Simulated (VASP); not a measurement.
Runs of VASP 6.6.1 on ZnCu. The structure is that of space group R-3m (No. 166), or close to it. The cells are those of the table. 

```tsv
cell	further INCAR settings	gap on the mesh (eV)	pressure (GPa)
a = 3.000 Å, angles 95.8°, 2 atoms	ALGO = Fast; EDIFF = 1e-06; NBANDS = 18	none	-3.0
a = 3.396 Å, angles 55.2°, 2 atoms	ALGO = Fast; EDIFF = 1e-06; NBANDS = 18	none	(c)
a = 2.924 Å, angles 95.8°, 2 atoms	ALGO = Fast; EDIFF = 1e-06; NBANDS = 18	none	(a)
a = 3.057 Å, angles 76.6°, 2 atoms	ALGO = Fast; EDIFF = 1e-06; NBANDS = 18	none	(d)
a = 3.154 Å, angles 69.4°, 2 atoms	ALGO = Fast; EDIFF = 1e-07; NBANDS = 18	none	6.5
a = 3.001 Å, angles 83.6°, 2 atoms	ALGO = Fast; EDIFF = 1e-06; NBANDS = 18	none	-4.9
a = 3.073 Å, angles 83.6°, 2 atoms	ALGO = Fast; EDIFF = 1e-06; NBANDS = 18	none	-11.0
a = 3.484 Å, angles 55.2°, 2 atoms	ALGO = Fast; EDIFF = 1e-06; NBANDS = 18	none	(b)
a = 3.074 Å, angles 69.4°, 2 atoms	ALGO = Fast; EDIFF = 1e-07; NBANDS = 18	none	18.4
a = 2.979 Å, angles 76.6°, 2 atoms	ALGO = Fast; EDIFF = 1e-06; NBANDS = 18	none	11.6
a = 2.925 Å, angles 83.6°, 2 atoms	ALGO = Fast; EDIFF = 1e-07; NBANDS = 18	none	4.4
```

Alike in all rows: task single point; level PBEsol; potentials or basis VASP PAW PBE potentials, release 64 (Zn, Cu); no spin polarisation; k mesh 18 × 18 × 18; cutoff (eV) 520; smearing gaussian 0.15 eV.

Problem. Fill in the values left out.

Solution. (a) 6.7; (b) 8.8; (c) 20.8; (d) 0.8.

Caveats: the PAW data sets were made with another functional, which shifts forces and pressure a little; the cell stands under pressure (at least some runs); the cell stands under tension (at least some runs).

A gap of «none» marks levels without a gap at the run's occupations.
